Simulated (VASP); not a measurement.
# Ga (P6_3/mmc) in VASP: further runs

Ga is run at these levels: BLYP; tasks: single point.

All numbers are computed with VASP 6.6.1; they aren't measurements. Logs are shortened: lines on timing, memory, paths and dates and some standing lists are left out, and cuts for length are marked.

## Step 1: The cell of the first run

The structure is hexagonal, space group P6_3/mmc (No. 194). Conventional cell: a = 2.999 Å, b = 2.999 Å, c = 9.788 Å, α = 90.00°, β = 90.00°, γ = 120.00°. Ga (site symmetry -3m) has 12 Ga at 3.00 Å within 3.9 Å. Within 3.9 Å of Ga (site symmetry -6m2) lie 12 Ga at 3.00 Å.

This isn't the form of Ga at room conditions, which is orthorhombic.

## Step 2: Single point, BLYP (19.06 Å³/atom)

The input, INCAR:

```
  PREC = Accurate
  ENCUT = 520
  EDIFF = 1E-7
  ISMEAR = -1
  SIGMA = 0.1
  LREAL = F
  LASPH = T
  NELM = 60
  ALGO = Normal
  ISIF = 2
  LWAVE = F
  LCHARG = F
  GGA = B5
  ALDAX = 1.0
  AGGAX = 1.0
  AGGAC = 1.0
  ALDAC = 0.0
  NBANDS = 34
```

The input, KPOINTS:

```
Automatic mesh
0
Gamma
  13 13 4
```

The input, POSCAR:

```
Ga
1.0
    2.9986822306      0.0000000000      0.0000000000
   -1.4993411153      2.5969349896      0.0000000000
    0.0000000000      0.0000000000      9.7884827555
Ga
4
Direct
    0.0000000000      1.0000000000      1.0000000000
    0.0000000000      1.0000000000      0.5000000000
    0.3333333333      0.6666666667      0.2500000000
    0.6666666667      0.3333333333      0.7500000000
```

Potentials or basis: VASP PAW PBE potentials, release 64 (Ga_d).

Launch:

```bash
cat potpaw_PBE.64/Ga_d/POTCAR > POTCAR
mpirun -np 1 vasp_std > vasp.out
```

OUTCAR:

```text
PREC = Accurate
   ENCUT = 520
   EDIFF = 1E-7
   ISMEAR = -1
   LREAL = F
   LASPH = T
   NELM = 60
   ISIF = 2
   GGA = B5

 ion  position               nearest neighbor table
   1  0.000  0.000  0.000-
   2  0.000  0.000  0.500-
   3  0.333  0.667  0.250-
   4  0.667  0.333  0.750-

  LATTYP: Found a hexagonal cell.
 ALAT       =     2.9986822306
 C/A-ratio  =     3.2642614331

  Lattice vectors:

 A1 = (   2.9986822306,   0.0000000000,   0.0000000000)
 A2 = (  -1.4993411153,   2.5969349896,   0.0000000000)
 A3 = (   0.0000000000,   0.0000000000,   9.7884827555)

Analysis of symmetry for initial positions (statically):
=====================================================================
 Subroutine PRICEL returns:
 Original cell was already a primitive cell.

 Routine SETGRP: Setting up the symmetry group for a
 hexagonal supercell.

 Subroutine GETGRP returns: Found 24 space group operations
 (whereof 12 operations were pure point group operations)
 out of a pool of 24 trial point group operations.

The static configuration has the point symmetry D_3d.
 The point group associated with its full space group is D_6h.

Analysis of symmetry for dynamics (positions and initial velocities):
=====================================================================
 Subroutine PRICEL returns:
 Original cell was already a primitive cell.

 Routine SETGRP: Setting up the symmetry group for a
 hexagonal supercell.

 Subroutine GETGRP returns: Found 24 space group operations
 (whereof 12 operations were pure point group operations)
 out of a pool of 24 trial point group operations.

The dynamic configuration has the point symmetry D_3d.
 The point group associated with its full space group is D_6h.

 Subroutine INISYM returns: Found 24 space group operations
 (whereof 12 operations are pure point group operations),
 and found     1 'primitive' translations

----------------------------------------------------------------------------------------

                                     Primitive cell

  volume of cell :      76.2267

  direct lattice vectors                    reciprocal lattice vectors
     2.998682231  0.000000000  0.000000000     0.333479816  0.192534662  0.000000000
    -1.499341115  2.596934990  0.000000000     0.000000000  0.385069324  0.000000000
     0.000000000  0.000000000  9.788482756     0.000000000  0.000000000  0.102160879

  length of vectors
     2.998682231  2.998682231  9.788482756     0.385069324  0.385069324  0.102160879

  position of ions in fractional coordinates (direct lattice)
     0.000000000  0.000000000  0.000000000
     0.000000000  0.000000000  0.500000000
     0.333333333  0.666666667  0.250000000
     0.666666667  0.333333333  0.750000000

  ion indices of the primitive-cell ions
   primitive index   ion index
                 1           1
                 2           2
                 3           3
                 4           4

----------------------------------------------------------------------------------------

 KPOINTS: Automatic mesh

Automatic generation of k-mesh.
 Grid dimensions read from file:
 generate k-points for:   13   13    4

 Generating k-lattice:

  Cartesian coordinates                     Fractional coordinates (reciprocal lattice)
     0.025652294  0.014810359  0.000000000     0.076923077 -0.000000000  0.000000000
     0.000000000  0.029620717  0.000000000     0.000000000  0.076923077  0.000000000
     0.000000000  0.000000000  0.025540220     0.000000000  0.000000000  0.250000000

  Length of vectors
     0.029620717  0.029620717  0.025540220

  Shift w.r.t. Gamma in fractional coordinates (k-lattice)
     0.000000000  0.000000000  0.000000000

 Subroutine IBZKPT returns following result:
 ===========================================

 Found     63 irreducible k-points:

 Following reciprocal coordinates:
            Coordinates               Weight
  0.000000  0.000000  0.000000      1.000000
  0.076923  0.000000  0.000000      6.000000
  0.153846 -0.000000  0.000000      6.000000
  0.230769 -0.000000  0.000000      6.000000
  0.307692 -0.000000  0.000000      6.000000
  0.384615 -0.000000  0.000000      6.000000
[... 16 lines left out ...]
  0.076923  0.000000  0.250000     12.000000
  0.153846 -0.000000  0.250000     12.000000
 [... further k-points ...]
   k-points           NKPTS =     63   k-points in BZ     NKDIM =     63   number of bands    NBANDS=     34
   number of dos      NEDOS =    301   number of ions     NIONS =      4
   total plane-waves  NPLWV =  46080
   dimension x,y,z NGX =    24 NGY =   24 NGZ =   80
   dimension x,y,z NGXF=    48 NGYF=   48 NGZF=  160
   ions per type =               4
   NGX,Y,Z   is equivalent  to a cutoff of  13.31, 13.31, 13.59 a.u.
   NGXF,Y,Z  is equivalent  to a cutoff of  26.61, 26.61, 27.17 a.u.
 SYSTEM =  unknown system
   PREC   = accura    normal or accurate (medium, high low for compatibility)
   ISTART =      0    job   : 0-new  1-cont  2-samecut
   ICHARG =      2    charge: 1-file 2-atom 10-const
   ISPIN  =      1    spin polarized calculation?
   LNONCOLLINEAR =      F non collinear calculations
   LSORBIT =      F    spin-orbit coupling
   LASPH  =      T    aspherical Exc in radial PAW
   ENCUT  =  520.0 eV  38.22 Ry    6.18 a.u.   5.58  5.58 18.20*2*pi/ulx,y,z
   NELM   =     60;   NELMIN=  2; NELMDL= -5     # of ELM steps
   EDIFF  = 0.1E-06   stopping-criterion for ELM
   LREAL  =      F    real-space projection
   EDIFFG = 0.1E-05   stopping-criterion for IOM
   NSW    =      0    number of steps for IOM
   IBRION =     -1    ionic relax: 0-MD 1-quasi-New 2-CG
   NFREE  =      0    steps in history (QN), initial steepest desc. (CG)
   ISIF   =      2    stress and relaxation
   ISYM   =      2    0-nonsym 1-usesym 2-fastsym
   POTIM  = 0.5000    time-step for ionic-motion
   TEBEG  =    0.0;   TEEND  =   0.0 temperature during run
   PSTRESS=    0.0 pullay stress
   NELECT =      52.0000    total number of electrons
   NUPDOWN=      -1.0000    fix difference up-down
   EMIN   =  10.00;   EMAX   =-10.00  energy-range for DOS
   EFERMI =   0.00;   METHOD = LEGACY
   ISMEAR =    -1;   SIGMA  =   0.10  broadening in eV -4-tet -1-fermi 0-gaus
   EFERMI_NEDOS =   21; number of points for ismear=-14 and -15
   IALGO  =     38    algorithm
   IMIX   =      4    mixing-type and parameters
     AMIX     =   0.40;   BMIX     =  1.00
     AMIX_MAG =   1.60;   BMIX_MAG =  1.00
  volume/ion in A,a.u.               =      19.06       128.60
  Fermi-wavevector in a.u.,A,eV,Ry     =   1.441143  2.723365 28.257834  2.076892
  Thomas-Fermi vector in A             =   2.559808
   LORBIT       =      0    0 simple, 1 ext, 2 COOP (PROOUT), +10 PAW based schemes
   GGA     = B5    functional components
   LHFCALC =     F    Hartree Fock is set to
   AEXX    =    0.0000 exact exchange contribution
   IVDW    =     0    specifies the selected vdW correction
   LEPSILON=     F    determine dielectric tensor
   LRPA    =     F    only Hartree local field effects (RPA)
 non-spin polarized calculation
  energy-cutoff  :      520.00
  volume of cell :       76.23
 maximum number of plane-waves:      2088
 NGX is ok and might be reduce to    24
   NGX = 11   NGY = 11   NGZ = 37

 number of electron      52.0000004 magnetization

 Free energy of the ion-electron system (eV)
  ---------------------------------------------------
  ext. energy  EPLUGINS =         0.00000000
  ---------------------------------------------------
  free energy    TOTEN  =        -8.32300811 eV

  energy without entropy =       -8.27060296  energy(sigma->0) =       -8.29680554

 E-fermi :   5.9224     XC(G=0): -10.4148

 val. band max:        5.8842033789   @ k =   0.3846   0.2308   0.2500
 cond. band min:       5.9297176554   @ k =   0.3846  -0.0000   0.2500
 fundamental gap:      0.0455142765
 Fermi energy:         5.9223857274

 k-point     1 :       0.0000    0.0000    0.0000
  band No.  band energies     occupation
      1      -9.1575      2.00000
      2      -9.1237      2.00000
      3      -9.1024      2.00000
      4      -9.0922      2.00000
      5      -9.0922      2.00000
      6      -9.0856      2.00000
[... 26 lines left out ...]
     33      16.4174      0.00000
     34      17.5355      0.00000

 k-point     2 :       0.0769    0.0000    0.0000
  band No.  band energies     occupation
      1      -9.1497      2.00000
      2      -9.1191      2.00000
      3      -9.1061      2.00000
      4      -9.0944      2.00000
      5      -9.0830      2.00000
      6      -9.0830      2.00000
[... 26 lines left out ...]
     33      15.9358      0.00000
     34      16.8467      0.00000

 k-point     3 :       0.1538   -0.0000    0.0000
  band No.  band energies     occupation
      1      -9.1447      2.00000
      2      -9.1211      2.00000
      3      -9.1147      2.00000
      4      -9.0916      2.00000
      5      -9.0857      2.00000
      6      -9.0712      2.00000
[... 26 lines left out ...]
     33      14.9829      0.00000
     34      15.3475      0.00000

 k-point     4 :       0.2308   -0.0000    0.0000
  band No.  band energies     occupation
      1      -9.1672      2.00000
      2      -9.1375      2.00000
      3      -9.1283      2.00000
      4      -9.0974      2.00000
      5      -9.0899      2.00000
      6      -9.0596      2.00000
[... 26 lines left out ...]
     33      14.0145      0.00000
     34      14.0316      0.00000

 k-point     5 :       0.3077   -0.0000    0.0000
  band No.  band energies     occupation
      1      -9.1962      2.00000
      2      -9.1571      2.00000
      3      -9.1470      2.00000
      4      -9.1306      2.00000
      5      -9.1103      2.00000
      6      -9.0753      2.00000
[... 621 lines left out ...]
 k-point    22 :       0.0000    0.0000    0.2500
  band No.  band energies     occupation
      1      -9.1539      2.00000
      2      -9.1316      2.00000
      3      -9.0969      2.00000
      4      -9.0888      2.00000
      5      -9.0888      2.00000
      6      -9.0866      2.00000
[... 26 lines left out ...]
     33      16.7316      0.00000
     34      16.7362      0.00000

 k-point    23 :       0.0769    0.0000    0.2500
  band No.  band energies     occupation
      1      -9.1465      2.00000
      2      -9.1266      2.00000
      3      -9.1018      2.00000
      4      -9.0959      2.00000
      5      -9.0796      2.00000
      6      -9.0791      2.00000
[... 26 lines left out ...]
     33      16.5620      0.00000
     34      16.5892      0.00000

 k-point    24 :       0.1538   -0.0000    0.2500
  band No.  band energies     occupation
      1      -9.1428      2.00000
      2      -9.1288      2.00000
      3      -9.1079      2.00000
      4      -9.0945      2.00000
      5      -9.0823      2.00000
      6      -9.0665      2.00000
[... 26 lines left out ...]
     33      14.9971      0.00000
     34      15.7534      0.00000

 [... further k-points ...]

------------------------ aborting loop because EDIFF is reached ----------------------------------------

  FORCE on cell =-STRESS in cart. coord.  units (eV):
  Direction    XX          YY          ZZ          XY          YZ          ZX
  --------------------------------------------------------------------------------------
  -------------------------------------------------------------------------------------
  Total        2.5350829      2.5350829      2.6882926      0.0000000     -0.0000000      0.0000000
  in kB       53.2838810     53.2838810     56.5041337      0.0000000     -0.0000000      0.0000000
  external PRESSURE =      54.3572986 kB  Pullay stress =       0.0000000 kB

 VOLUME and BASIS-vectors are now :
 -----------------------------------------------------------------------------
  energy-cutoff  :      520.00
  volume of cell :       76.23
      direct lattice vectors                 reciprocal lattice vectors
     2.998682231  0.000000000  0.000000000     0.333479816  0.192534662  0.000000000
    -1.499341115  2.596934990  0.000000000     0.000000000  0.385069324  0.000000000
     0.000000000  0.000000000  9.788482756     0.000000000  0.000000000  0.102160879

 POSITION                                       TOTAL-FORCE (eV/Angst)
 -----------------------------------------------------------------------------------
      0.00000      0.00000      0.00000        -0.000000      0.000000      0.000000
      0.00000      0.00000      4.89424        -0.000000      0.000000      0.000000
     -0.00000      1.73129      2.44712         0.000000      0.000000     -0.000000
      1.49934      0.86564      7.34136        -0.000000      0.000000      0.000000
 -----------------------------------------------------------------------------------
    total drift:                               -0.000000      0.000000     -0.000000

  FREE ENERGIE OF THE ION-ELECTRON SYSTEM (eV)
  ---------------------------------------------------
  free  energy   TOTEN  =        -8.3230081059 eV

  energy  without entropy=       -8.2706029645  energy(sigma->0) =       -8.29680554
```

It took 86 s on 1 thread of Intel Xeon 6975P-C (Granite Rapids), shared host; peak memory 0.25 GiB.

What came out:

```
Free energy            : -8.3230 eV
Pressure               : 5.4 GPa
Band gap on the k mesh : zero (bands 26 and 27 overlap by 5.27 eV)
```

Levels at points of the mesh, in eV from the Fermi level:
```
           k point  band 23  band 24  band 25  band 26  band 27  band 28  band 29  band 30
(0.00, 0.00, 0.00)    -9.35    -5.07    -3.78     3.56     3.57     9.44     9.44    10.29
(0.00, 0.00, 0.50)    -7.34    -7.34    -0.74    -0.74     8.40     8.40     9.70     9.70
```

Caveat: the cell stands under pressure; the PAW data sets were made with another functional, which shifts forces and pressure a little.

## Step 3: Single point, BLYP (19.92 Å³/atom)

This run uses another cell than the first one, of 19.92 Å³/atom.

The input, INCAR:

```
SYSTEM = Ga
PREC     = Accurate       ! precision mode
ENCUT    = 520            ! plane-wave cutoff, eV
EDIFF    = 1E-6           ! SCF threshold, eV
ISMEAR   = -1             ! smearing method
SIGMA    = 0.1            ! smearing width, eV
LREAL    = .FALSE.        ! projectors in reciprocal space
LASPH    = .TRUE.         ! aspherical terms in the spheres
NELM     = 60             ! most SCF steps
ALGO     = Normal         ! electronic algorithm
ISIF     = 2              ! what is computed and relaxed
LWAVE    = .FALSE.        ! write WAVECAR
LCHARG   = .FALSE.        ! write CHGCAR
GGA      = B5             ! functional
ALDAX    = 1.0          
AGGAX    = 1.0          
AGGAC    = 1.0          
ALDAC    = 0.0          
NBANDS   = 34             ! bands
```

The input, KPOINTS:

```
Automatic mesh
0
G
  13 13 4
  0 0 0
```

The input, POSCAR:

```
Ga
1.0
    3.0434452813      0.0000000000      0.0000000000
   -1.5217226407      2.6357009286      0.0000000000
    0.0000000000      0.0000000000      9.9346010552
Ga
4
Direct
    0.0000000000      1.0000000000      1.0000000000
    0.0000000000      1.0000000000      0.5000000000
    0.3333333333      0.6666666667      0.2500000000
    0.6666666667      0.3333333333      0.7500000000
```

Potentials or basis: VASP PAW PBE potentials, release 64 (Ga_d).

Launch:

```bash
cat potpaw_PBE.64/Ga_d/POTCAR > POTCAR
mpirun -np 1 vasp_std > vasp.out
```

It took 80 s on 1 thread of Intel Xeon 6975P-C (Granite Rapids), shared host; peak memory 0.26 GiB.

Results (log left out):

| Quantity | Value |
| --- | --- |
| Free energy | -8.4159 eV |
| Pressure | 3.1 GPa |
| Band gap on the k mesh | zero (bands 26 and 27 overlap by 5.08 eV) |

Stress tensor (GPa, compression positive):
```
3.01 0.00 0.00
0.00 3.01 0.00
0.00 0.00 3.30
```

Levels at points of the mesh, in eV from the Fermi level:
| k point | band 22 | band 23 | band 24 | band 25 | band 26 | band 27 | band 28 | band 29 | band 30 | band 31 |
| --- | --- | --- | --- | --- | --- | --- | --- | --- | --- | --- |
| (0.00, 0.00, 0.00) | -9.09 | -9.08 | -5.04 | -3.57 | 3.43 | 3.44 | 9.08 | 9.08 | 9.90 | 9.90 |
| (0.00, 0.00, 0.50) | -10.25 | -7.15 | -7.15 | -0.71 | -0.71 | 8.10 | 8.10 | 9.33 | 9.33 | 9.33 |

Caveat: the cell stands under pressure; the PAW data sets were made with another functional, which shifts forces and pressure a little.

## Step 4: Single point, BLYP (20.79 Å³/atom)

This run uses another cell than the first one, of 20.79 Å³/atom.

The input, INCAR:

```
SYSTEM = Ga
  PREC = Accurate
  ENCUT = 520
  EDIFF = 1E-7
  ISMEAR = -1
  SIGMA = 0.1
  LREAL = .FALSE.
  LASPH = .TRUE.
  NELM = 60
  ALGO = Normal
  ISIF = 2
  LWAVE = .FALSE.
  LCHARG = .FALSE.
  GGA = B5
  ALDAX = 1.0
  AGGAX = 1.0
  AGGAC = 1.0
  ALDAC = 0.0
  NBANDS = 34
```

KPOINTS is that of step 3.

The input, POSCAR:

```
Ga
1.0
    3.0869289459      0.0000000000      0.0000000000
   -1.5434644730      2.6733588868      0.0000000000
    0.0000000000      0.0000000000     10.0765431046
Ga
4
Direct
    0.0000000000      1.0000000000      1.0000000000
    0.0000000000      1.0000000000      0.5000000000
    0.3333333333      0.6666666667      0.2500000000
    0.6666666667      0.3333333333      0.7500000000
```

Launch:

```bash
cat potpaw_PBE.64/Ga_d/POTCAR > POTCAR
mpirun -np 1 vasp_std > vasp.out
```

It took 93 s on 1 thread of Intel Xeon 6975P-C (Granite Rapids), shared host; peak memory 0.26 GiB.

Results (log left out):

| Quantity | Value |
| --- | --- |
| Free energy | -8.4660 eV |
| Pressure | 1.5 GPa |
| Band gap on the k mesh | zero (bands 26 and 27 overlap by 4.88 eV) |

Stress tensor (GPa, compression positive):
```
1.37 0.00 0.00
0.00 1.37 0.00
0.00 0.00 1.63
```

Levels at points of the mesh, in eV from the Fermi level:
```tsv
k point	band 22	band 23	band 24	band 25	band 26	band 27	band 28	band 29	band 30	band 31
(0.00, 0.00, 0.00)	-8.84	-8.83	-5.01	-3.38	3.31	3.32	8.74	8.74	9.53	9.53
(0.00, 0.00, 0.50)	-9.96	-6.97	-6.97	-0.69	-0.69	7.81	7.81	8.98	8.98	8.98
```

Caveat: the PAW data sets were made with another functional, which shifts forces and pressure a little.

(Part 1 of 2 ends here.)
